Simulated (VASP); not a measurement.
Write the native input for VASP 6.6.1 that does the following.

```yaml
Task: single point
Functional: PBEsol
Potentials_or_basis: VASP PAW PBE potentials, release 64 (Rh_pv)
Cutoff: 520 eV
k_mesh: 21 × 21 × 12
Occupations: gaussian, width 0.15 eV
Spin: no spin polarisation
Dipole_correction: no
Further_INCAR_settings: ALGO = Fast; EDIFF = 1e-06; NBANDS = 22
```

The structure of Rh lies in POSCAR:

```
Rh
1.0
    2.8718742738      0.0000000000      0.0000000000
   -1.4359371369      2.4871160776      0.0000000000
    0.0000000000      0.0000000000      4.0987389636
Rh
2
Direct
    0.6666666667      0.3333333333      0.7500000000
    0.3333333333      0.6666666667      0.2500000000
```

This cell differs from its parent crystal: volume 14.638 Å^3 an atom, c/a of the conventional cell 1.4272.

One way to write it, as run:

INCAR

```
SYSTEM = Rh
PREC     = Accurate       ! precision mode
ENCUT    = 520            ! plane-wave cutoff, eV
EDIFF    = 1E-6           ! SCF threshold, eV
ISMEAR   = 0              ! smearing method
SIGMA    = 0.15           ! smearing width, eV
LREAL    = .FALSE.        ! projectors in reciprocal space
LASPH    = .TRUE.         ! aspherical terms in the spheres
NELM     = 80             ! most SCF steps
ALGO     = Fast           ! electronic algorithm
ISIF     = 2              ! what is computed and relaxed
LWAVE    = .FALSE.        ! write WAVECAR
LCHARG   = .FALSE.        ! write CHGCAR
GGA      = PS             ! functional
NBANDS   = 22             ! bands
```

KPOINTS

```
Automatic mesh
0
G
  21 21 12
  0 0 0
```

Potentials or basis: VASP PAW PBE potentials, release 64 (Rh_pv).

The run is started by

```sh
$ cat potpaw_PBE.64/Rh_pv/POTCAR > POTCAR
$ mpirun -np 1 vasp_std > vasp.out
```

Results of the run:

```json
{"Pressure": "-14.4 GPa", "Band gap on the k mesh": "zero (band 15 reaches 11.13 eV, above the bottom of band 16 at 9.43 eV)"}
```

Caveat: the PAW data sets were made with another functional, which shifts forces and pressure a little.

Run time: 69 s on 1 thread of Intel(R) Xeon(R) 6975P-C (Granite Rapids), on a shared host, peak memory 0.27 GiB.
